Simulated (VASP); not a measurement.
# SrBe2: relaxation of cell and atoms with PBE

Crystal: SrBe2.

```xyz
6
Lattice="-2.2728 2.2728 5.1977 2.2728 -2.2728 5.1977 2.2728 2.2728 -5.1977" Properties=species:S:1:pos:R:3 pbc="T T T"
Sr    0.0000    0.0000    2.5989
Sr    0.0000    0.0000    7.7966
Be    0.7328    3.0056    0.0000
Be    1.5401    0.7328    0.0000
Be    1.5401   -0.7328    5.1977
Be    0.7328    1.5401    5.1977
```

- Program: VASP 6.6.1
- Task: relaxation of cell and atoms
- Functional: PBE
- Potentials or basis: VASP PAW PBE potentials, release 64 (Sr_sv, Be)
- Cutoff: 600 eV
- k mesh: 6 × 6 × 6
- Occupations: gaussian, width 0.1 eV
- Spin: no spin polarisation
- Dipole correction: no
- Further INCAR settings: ALGO = Normal; EDIFF = 1e-06; IBRION = 2; EDIFFG = -0.04; NSW = 90; ISIF = 3

| Quantity | Value |
| --- | --- |
| Relaxed volume | 18.03 Å³/atom |
| Relaxed cell | a = 6.142 Å, b = 6.142 Å, c = 6.142 Å, α = 136.56°, β = 136.56°, γ = 63.12° |
| Space group after relaxing (to 0.1 Å) | I4/mcm (No. 140) |
| Energy gained by relaxing | 0.6 meV/atom |
| Ionic steps | 2 |
| Pressure after relaxing | 0.1 GPa |
| Largest force after relaxing | 0.006 eV/Å |
| Band gap on the k mesh | zero (bands 14 and 15 overlap by 0.93 eV) |

Forces on the atoms (eV/Å):
```
Sr   0.000  0.000  0.000
Sr   0.000  0.000  0.000
Be   0.004  0.004  0.000
Be  -0.004  0.004  0.000
Be  -0.004 -0.004  0.000
Be   0.004 -0.004  0.000
```

Stress tensor (GPa, compression positive):
```
0.02 0.00 0.00
0.00 0.02 0.00
0.00 0.00 0.22
```

Step by step:
```csv
step,energy change (eV),largest force (eV/Å),pressure (GPa),volume (Å³)
1,0.0000,0.0372,0.44,107.40
2,-0.0036,0.0060,0.09,108.17
```

Final structure:
```
Sr Be
1.0
    -2.27315    2.27315    5.23354
     2.27315   -2.27315    5.23354
     2.27315    2.27315   -5.23354
Sr Be
2 4
Direct
  0.25000 0.25000 0.00000
  0.75000 0.75000 0.00000
  0.66092 0.16092 0.82184
  0.16092 0.33908 0.50000
  0.33908 0.83908 0.17816
  0.83908 0.66092 0.50000
```

Levels at points of the mesh, in eV from the Fermi level:
```csv
k point,band 11,band 12,band 13,band 14,band 15,band 16,band 17,band 18
"(0.00, 0.00, 0.00)",-1.36,-1.36,-1.21,-1.14,-0.82,-0.38,0.87,3.75
"(0.50, 0.00, 0.00)",-1.22,-1.22,-0.97,-0.97,1.03,1.03,2.65,2.65
"(0.50, 0.50, 0.00)",-3.84,-3.16,-1.23,-0.08,0.20,1.31,2.63,2.98
"(0.50, 0.50, 0.50)",-2.88,-1.30,-0.45,-0.45,0.47,0.88,0.88,0.88
```

Run time: 3.9 min on 1 thread of Intel(R) Xeon(R) Platinum 8375C CPU @ 2.90GHz (Ice Lake), on a shared host, peak memory 0.38 GiB.
